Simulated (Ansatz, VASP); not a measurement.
**Two plane-wave programs on Na2N**

```
CELL_PARAMETERS angstrom
3.90100 0.00000 0.00000
-1.95050 3.37837 0.00000
0.00000 0.00000 8.00217
ATOMIC_POSITIONS crystal
Na 0.00000 0.00000 0.71703
Na 0.00000 0.00000 0.28297
N 0.00000 0.00000 0.00000
```

Alike in both runs: functional PBE; k mesh 12 × 12 × 6; occupations gaussian, width 0.1 eV; collinear spin.

Ansatz relaxed the structure, and its values are those at the end. VASP's run is a single point on that final structure, the one shown.

|  | VASP | Ansatz |
| --- | --- | --- |
| version | VASP 6.6.1 | Ansatz 0.2.0 |
| potentials or method | VASP PAW PBE potentials, release 64 (Na_pv, N), cutoff 520 eV | scalar-relativistic, plane waves, PAW |
| valence electrons in the cell | 19 | 23 |

Ansatz gave:

| Item | Value |
| --- | --- |
| gap on the k mesh at the Fermi level (eV) | none |
| pressure (GPa) | 0.0 |
| rms of the force components (eV/Å) | 0.001 |
| net moment per atom (μB) | 0.64 |
| size of the moment on the site where the two differ most (μB) | 1.53 |

Problem. Estimate VASP's values.

Solution. gap on the k mesh at the Fermi level (eV): none; pressure (GPa): 0.0; rms of the force components (eV/Å): 0.012; net moment per atom (μB): 0.64; size of the moment on the site where the two differ most (μB): 1.23.

Site moments also hang on the region over which each program counts them. A gap of «none» marks a metal or a gap that the smearing closes. The functional is the same, so the differences come from potentials, cutoffs and numerics. VASP's potentials hold 19 valence electrons a cell and Ansatz's 23, so a difference there can come from the potentials and not from the codes.
